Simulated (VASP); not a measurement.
**Li: single point with PBEsol**

Crystal: Li.

```xyz
4
Lattice="4.4832 0.0000 0.0000 0.0000 4.4832 0.0000 0.0000 0.0000 4.4832" Properties=species:S:1:pos:R:3 pbc="T T T"
Li    3.8628    0.6204    2.8621
Li    1.6212    1.6212    1.6212
Li    0.6204    2.8621    3.8628
Li    2.8621    3.8628    0.6204
```

This cell differs from its parent crystal: strained.

```yaml
Program: VASP 6.6.1
Task: single point
Functional: PBEsol
Potentials_or_basis: VASP PAW PBE potentials, release 64 (Li_sv)
Cutoff: 520 eV
k_mesh: 10 × 10 × 10
Occupations: gaussian, width 0.1 eV
Spin: no spin polarisation
Dipole_correction: no
Further_INCAR_settings: ALGO = Normal; EDIFF = 1e-07; NBANDS = 14
```

| Property | Result |
| --- | --- |
| Largest force | 0.143 eV/Å |
| Band gap on the k mesh | zero (band 6 reaches 2.47 eV, above the bottom of band 7 at 0.25 eV) |

Forces on the atoms (eV/Å):
```
Li  -0.082  0.082  0.082
Li  -0.082 -0.082 -0.082
Li   0.082  0.082 -0.082
Li   0.082 -0.082  0.082
```

Levels at points of the mesh, in eV from the Fermi level:
```csv
k point,band 3,band 4,band 5,band 6,band 7,band 8,band 9,band 10
"(0.00, 0.00, 0.00)",-46.66,-46.66,-3.60,1.90,1.90,1.90,2.39,2.39
"(0.50, 0.00, 0.00)",-46.65,-46.65,-2.17,-2.17,2.28,2.28,3.29,3.29
"(0.50, 0.50, 0.00)",-46.66,-46.66,-1.10,-1.10,-0.32,-0.32,3.77,3.77
"(0.50, 0.50, 0.50)",-46.67,-46.67,0.04,0.04,0.04,0.04,1.72,1.72
```

Run time: 49 s on 1 thread of AMD EPYC 9R45 96-Core Processor (Zen 5), with other jobs on the host, peak memory 0.19 GiB.

Caveat: the cell differs from its parent crystal (strained); the PAW data sets were made with another functional, which shifts forces and pressure a little.
